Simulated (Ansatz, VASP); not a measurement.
One calculation of Al2P, two programs

The input INCAR:

```
ALGO     = Normal         # electronic algorithm
EDIFF    = 1E-6           # SCF threshold, eV
EDIFFG   = -0.01          # ionic threshold
ENCUT    = 600            # plane-wave cutoff, eV
GGA      = PE             # functional
IBRION   = 2              # ionic algorithm
ISIF     = 3              # what is computed and relaxed
ISMEAR   = 0              # smearing method
LASPH    = T              # aspherical terms in the spheres
LCHARG   = F              # write CHGCAR
LREAL    = F              # projectors in reciprocal space
LWAVE    = F              # write WAVECAR
NELM     = 80             # most SCF steps
NSW      = 100            # ionic steps
PREC     = Accurate       # precision mode
SIGMA    = 0.1            # smearing width, eV
```

KPOINTS

```
k-points
0
Gamma
  18 12 8
```

File POSCAR:

```
Al2P
1.0
    2.6222770074      0.0000000000      0.0000000000
    0.0000000000      3.8818860573      0.0000000000
    0.0000000000      0.0000000000      6.0477168251
Al P
2 1
Direct
    0.5000000000      0.0000000000      0.2303183455
    0.5000000000      0.0000000000      0.7696816545
    0.5000000000      0.5000000000      0.5000000000
```

Input for Ansatz:

```yaml
crystal:
  lattice:
    - [2.6222770074, 0.0, 0.0]
    - [0.0, 3.8818860573, 0.0]
    - [0.0, 0.0, 6.0477168251]
  atoms:
    - { symbol: Al, position: [0.5, 0.0, 0.2303183455] }
    - { symbol: Al, position: [0.5, 0.0, 0.7696816545] }
    - { symbol: P, position: [0.5, 0.5, 0.5] }
basis:
  ecutwfc: 420
kpoints:
  mp_grid: { grid: [18, 12, 8] }
hamiltonian:
  xc: pbe
scf:
  occupations: { method: gaussian, width: 0.1 }
output:
  forces: true
  stress: true
  eigenvalues: true
relax:
  adjacent_minimum: "off"
  f_tol: 0.01
  max_steps: 80
  cell: { stress_tol: 0.05 }
```

Alike in both runs: task relaxation of cell and atoms; functional PBE; k mesh 18 × 12 × 8; occupations gaussian, width 0.1 eV; no spin polarisation.

```csv
,VASP,Ansatz
version,VASP 6.6.1,Ansatz 0.2.0
potentials or method,"VASP PAW PBE potentials, release 64 (Al, P), cutoff 600 eV","scalar-relativistic, plane waves, PAW"
valence electrons in the cell,11,11
```

|  | VASP | Ansatz | Ansatz less VASP |
| --- | --- | --- | --- |
| gap on the k mesh at the Fermi level, each at its own relaxed structure (eV) | none | none | - |
| relaxed volume (Å³/atom) | 20.19 | 20.21 | +0.027 |
| relaxed cell length with the largest relative difference (Å) | 3.638 | 3.642 | +0.0041 |

A gap of «none» marks a metal or a gap that the smearing closes.
